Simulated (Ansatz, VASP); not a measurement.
**ZrC: VASP beside Ansatz**

```
Zr C
1.0
     0.00000    2.32671    2.35021
     2.32671    0.00000    2.35021
     2.32671    2.32671    0.00000
Zr C
1 1
Direct
  0.50000 0.50000 0.50000
  0.00000 0.00000 0.00000
```

Change from the starting cell: equal xx and yy strain of -1 %, crystal datasets.

Alike in both runs: task electric field gradients; functional PBE; k mesh 15 × 15 × 15; occupations fermi-dirac, width 0.05 eV; no spin polarisation.

|  | VASP | Ansatz |
| --- | --- | --- |
| version | VASP 6.6.1 | Ansatz 0.2.0 |
| potentials or method | VASP PAW PBE potentials, release 64 (Zr_sv, C), cutoff 520 eV | all-electron PAW with datasets made for the crystal, scalar-relativistic |

VASP gave:

- pressure (GPa): 6.2
- traceless stress, the component that is largest in VASP (GPa): -2.63
- size of Vzz on the site where it differs most (V/Å²): 15.0

Question: What did Ansatz give for the same quantities?

Answer: Pressure (GPa): 6.0; traceless stress, the component that is largest in VASP (GPa): -2.62; size of Vzz on the site where it differs most (V/Å²): 15.3.

Ansatz ran all-electron here, and VASP with PAW potentials.
